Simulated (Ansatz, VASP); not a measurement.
Two plane-wave programs on Ir

```
Ir
1.0
    12.23846    0.00000    0.00000
     0.00000    2.23343    0.00000
     0.00000    0.00000    7.19300
Ir
2
Direct
  0.25000 0.00000 0.16399
  0.75000 0.00000 0.83601
```

Alike in both runs: task single point; functional PBEsol; k mesh 3 × 12 × 4; no spin polarisation.

```csv
,VASP,Ansatz
version,VASP 6.6.1,Ansatz 0.2.0
potentials or method,"VASP PAW PBE potentials, release 64 (Ir), cutoff 520 eV","plane waves, PAW"
occupations,"methfessel-paxton of order 1, width 0.1 eV","cold, width 0.1 eV"
valence electrons in the cell,18,34
```

```csv
,VASP,Ansatz,Ansatz less VASP
pressure (GPa),0.3,0.4,+0.07
"traceless stress, the component that is largest in VASP (GPa)",0.70,0.81,+0.114
```

VASP's potentials were made for PBE, not for PBEsol. VASP's potentials hold 18 valence electrons a cell and Ansatz's 34, so a difference there can come from the potentials and not from the codes.

Spin-orbit coupling is off throughout.
